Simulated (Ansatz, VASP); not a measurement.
**One calculation of KF, two programs**

```
K F
1.0
     0.00000    2.97636    2.97636
     2.97636    0.00000    2.97636
     2.97636    2.97636    0.00000
K F
1 1
Cartesian
  4.4645 4.4645 4.4645
  0.0000 0.0000 0.0000
```

Change from the starting cell: ordered vacancies on the cation sites of antifluorite (F-43m, No. 216).

Alike in both runs: functional PBE; k mesh 6 × 6 × 6; occupations gaussian, width 0.02 eV; no spin polarisation.

Ansatz relaxed the structure, and its values are those at the end. VASP's run is a single point on that final structure, the one shown.

|  | VASP | Ansatz |
| --- | --- | --- |
| version | VASP 6.6.1 | Ansatz 0.2.0 |
| potentials or method | VASP PAW PBE potentials, release 64 (K_sv, F), cutoff 520 eV | scalar-relativistic, plane waves, PAW |
| valence electrons in the cell | 16 | 16 |

VASP gave:

- gap on the k mesh at the Fermi level (eV): 5.05
- least direct gap on the mesh (eV): 5.23
- pressure (GPa): 0.0

Problem. What did Ansatz give for the same quantities?

Solution. gap on the k mesh at the Fermi level (eV): 5.06; least direct gap on the mesh (eV): 5.24; pressure (GPa): 0.0.

With one functional, cell and mesh, what is left measures potentials, basis and numerics.
